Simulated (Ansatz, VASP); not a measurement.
**As: VASP beside Ansatz**

File INCAR:

```
SYSTEM = As
PREC = Accurate ; ENCUT = 600
EDIFF = 1E-6 ; ISMEAR = -1
SIGMA = 0.05 ; LREAL = .FALSE.
LASPH = .TRUE. ; NELM = 120
ALGO = Normal ; ISIF = 2
LWAVE = .FALSE. ; LCHARG = .TRUE.
GGA = PE ; LELF = .TRUE.
LVHAR = .TRUE. ; NBANDS = 22
GGA_COMPAT = .FALSE.
```

KPOINTS

```
regular mesh
0
G
  7 7 7
  0 0 0
```

Contents of POSCAR:

```
As
1.0
    1.9184128367      1.1075961676      3.5140619945
   -1.9184128367      1.1075961676      3.5140619945
    0.0000000000     -2.2151923353      3.5140619945
As
2
Direct
    0.2260000000      0.2260000000      0.2260000000
    0.7740000000      0.7740000000      0.7740000000
```

The input input.yaml:

```yaml
crystal:
  lattice:
    - [1.9184128367, 1.1075961676, 3.5140619945]
    - [-1.9184128367, 1.1075961676, 3.5140619945]
    - [0.0, -2.2151923353, 3.5140619945]
  atoms:
    - { symbol: As, position: [0.226, 0.226, 0.226] }
    - { symbol: As, position: [0.774, 0.774, 0.774] }
hamiltonian:
  xc: pbe
  pseudopotentials: { kind: paw }
kpoints:
  mp_grid: { grid: [7, 7, 7] }
scf:
  occupations: { method: fermi_dirac, width: 0.05 }
output:
  forces: true
  stress: true
  eigenvalues: true
```

Alike in both runs: task single point; functional PBE; k mesh 7 × 7 × 7; occupations fermi-dirac, width 0.05 eV; no spin polarisation.

|  | VASP | Ansatz |
| --- | --- | --- |
| version | VASP 6.6.1 | Ansatz 0.2.0 |
| potentials or method | VASP PAW PBE potentials, release 64 (As_d) | Ansatz PAW |
| plane-wave cutoff (eV) | 600 | 420 |
| valence electrons in the cell | 30 | 30 |

Ansatz gave:

| Item | Value |
| --- | --- |
| gap on the k mesh at the Fermi level (eV) | 0.09 |
| least direct gap on the mesh (eV) | 0.66 |
| pressure (GPa) | 0.2 |
| traceless stress, the component that is largest in VASP (GPa) | 0.65 |
| rms of the force components (eV/Å) | 0.108 |

Q: Estimate VASP's values.

A: gap on the k mesh at the Fermi level (eV): 0.09; least direct gap on the mesh (eV): 0.66; pressure (GPa): 0.3; traceless stress, the component that is largest in VASP (GPa): 0.63; rms of the force components (eV/Å): 0.117.

Atom by atom the forces differ by 0.008 eV/Å (rms over components).

Noted on Ansatz's run: odd divisions of the mesh miss points on the zone boundary, where band edges often lie, so the gap on the mesh can be too wide.
